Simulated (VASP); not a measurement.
The system is PbF2.

```
Pb F
1.0
     0.00000    2.96366    2.96366
     2.96366    0.00000    2.96366
     2.96366    2.96366    0.00000
Pb F
1 2
Cartesian
  0.0000 0.0000 0.0000
  4.4455 4.4455 4.4455
  1.4818 1.4818 1.4818
```

- Program: VASP 6.6.1
- Task: relaxation of cell and atoms
- Functional: PBE
- Dispersion: D4
- Potentials or basis: VASP PAW PBE potentials, release 64 (Pb_d, F)
- Cutoff: 600 eV
- k mesh: 8 × 8 × 8
- Occupations: fermi-dirac, width 0.05 eV
- Spin: no spin polarisation

At the start: pressure 4.2 GPa; volume 17.35 Å³/atom.

Problem. Where does the relaxation end?

Solution. Over 5 steps the energy falls by 11.0 meV/atom and the volume is 17.91 Å³/atom (+3.2 %); space group Fm-3m (No. 225, to 0.1 Å) before and after.

The path:
```tsv
step	energy change (eV)	largest force (eV/Å)	pressure (GPa)	volume (Å³)
1	0.0000	0.0000	4.21	52.06
2	-0.0107	0.0000	-3.18	55.58
3	-0.0320	0.0000	-0.94	54.05
4	-0.0330	0.0000	0.22	53.67
5	-0.0330	0.0000	-0.04	53.74
```

Final structure:
```xyz
3
Lattice="0.0000 2.9953 2.9953 2.9953 0.0000 2.9953 2.9953 2.9953 0.0000" Properties=species:S:1:pos:R:3 pbc="T T T"
Pb    0.0000    0.0000    0.0000
F     4.4929    4.4929    4.4929
F     1.4976    1.4976    1.4976
```
